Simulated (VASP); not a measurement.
Runs of VASP 6.6.1 on AlRu. The structure is that of space group Pm-3m (No. 221), or close to it. The cells are those of the table. 

```csv
task,level,cell,cutoff (eV),gap on the mesh (eV),pressure (GPa),relaxed volume (Å³/atom)
relaxation of cell and atoms,PBE+D3(BJ),"relaxed from a = 2.992 Å, 2 atoms",600,none,0.0,(a)
single point,PBE+D3(BJ),"a = 2.974 Å, 2 atoms",520,none,0.0,-
single point,PBE+D4,"a = 2.979 Å, 2 atoms",520,none,0.0,-
relaxation of cell and atoms,PBE+D4,"relaxed from a = 2.992 Å, 2 atoms",600,none,0.0,13.21
```

Alike in all rows: potentials or basis VASP PAW PBE potentials, release 64 (Al, Ru_pv); no spin polarisation; k mesh 10 × 10 × 10; smearing fermi-dirac 0.1 eV.

Task: Fill in the values left out.

Result: (a) 13.15.

Caveats: pairwise dispersion overbinds metals, which lowers pressure and volume.

A k mesh can miss the band edges, and the runs leave out spin-orbit coupling on Ru.

A gap of «none» marks levels without a gap at the run's occupations.
